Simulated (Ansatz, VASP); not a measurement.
# Bi: VASP beside Ansatz

```
Bi
1.0
     4.53900    0.00000    0.00000
    -2.26950    3.93089    0.00000
     0.00000    0.00000   12.18387
Bi
2
Direct
  0.33333 0.66667 0.25000
  0.66667 0.33333 0.75000
```

Change from the starting cell: strain +0.000 along x and y, +0.030 along z, atoms carried along.

Alike in both runs: task single point; functional r2SCAN; k mesh 12 × 12 × 4; occupations gaussian, width 0.15 eV; no spin polarisation.

|  | VASP | Ansatz |
| --- | --- | --- |
| version | VASP 6.6.1 | Ansatz 0.2.0 |
| potentials or method | VASP PAW PBE potentials, release 64 (Bi_d), cutoff 520 eV | scalar-relativistic, plane waves, PAW |
| valence electrons in the cell | 30 | 30 |

Ansatz gave:

* gap on the k mesh at the Fermi level (eV): none
* pressure (GPa): -3.3
* traceless stress, the component that is largest in VASP (GPa): 3.01

**Question.** Estimate VASP's values.

**Answer.** gap on the k mesh at the Fermi level (eV): none; pressure (GPa): -3.4; traceless stress, the component that is largest in VASP (GPa): 3.01.

VASP's potentials were made for PBE, not for r2SCAN. A gap of «none» marks a metal or a gap that the smearing closes.

Spin-orbit coupling is off throughout.
